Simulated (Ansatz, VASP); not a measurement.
Cr in VASP and in Ansatz

File INCAR:

```
SYSTEM = Cr
ALGO = Normal
EDIFF = 1E-6
EDIFFG = -0.01
ENCUT = 600
GGA = PS
IBRION = 2
ISIF = 3
ISMEAR = -1
LASPH = .TRUE.
LCHARG = .FALSE.
LREAL = .FALSE.
LWAVE = .FALSE.
NELM = 100
NSW = 80
PREC = Accurate
SIGMA = 0.1
```

KPOINTS

```
k-points
0
G
  9 9 13
  0 0 0
```

File POSCAR:

```
Cr
1.0
    4.0770582338      0.0000000000      0.0000000000
   -2.0385291169      3.5308360031      0.0000000000
    0.0000000000      0.0000000000      2.4992366973
Cr
3
Direct
    0.0000000000      0.0000000000      0.0000000000
    0.3333333333      0.6666666667      0.5000000000
    0.6666666667      0.3333333333      0.5000000000
```

Input for Ansatz:

```yaml
crystal:
  lattice:
    - [4.0770582338, 0.0, 0.0]
    - [-2.0385291169, 3.5308360031, 0.0]
    - [0.0, 0.0, 2.4992366973]
  atoms:
    - { symbol: Cr, position: [0.0, 0.0, 0.0] }
    - { symbol: Cr, position: [0.3333333333, 0.6666666667, 0.5] }
    - { symbol: Cr, position: [0.6666666667, 0.3333333333, 0.5] }
hamiltonian:
  xc: pbesol
  pseudopotentials:
    kind: paw
    azcp:
      Cr: "pseudopotentials/Cr.paw.azcp"
basis:
  ecutwfc: 420
  fft_grid_basis: typed
kpoints:
  mp_grid: { grid: [9, 9, 13], shift: [0, 0, 0] }
magnetization:
  spin_polarized: false
scf:
  occupations: { method: fermi_dirac, width: 0.1 }
relax:
  max_steps: 60
  f_tol: 0.01
  cell: {}
```

Alike in both runs: task relaxation of cell and atoms; functional PBEsol; k mesh 9 × 9 × 13; occupations fermi-dirac, width 0.1 eV; no spin polarisation.

|  | VASP | Ansatz |
| --- | --- | --- |
| version | VASP 6.6.1 | Ansatz 0.2.0 |
| potentials or method | VASP PAW PBE potentials, release 64 (Cr_pv), cutoff 600 eV | plane waves (420 eV) with PAW, scalar-relativistic |
| valence electrons in the cell | 36 | 42 |

|  | VASP | Ansatz | Ansatz less VASP |
| --- | --- | --- | --- |
| relaxed volume (Å³/atom) | 11.40 | 11.42 | +0.021 |
| relaxed cell length with the largest relative difference (Å) | 2.257 | 2.259 | +0.0016 |

VASP's potentials were made for PBE, not for PBEsol, and Ansatz warns of the same on its side. VASP's potentials hold 36 valence electrons a cell and Ansatz's 42, so a difference there can come from the potentials and not from the codes.
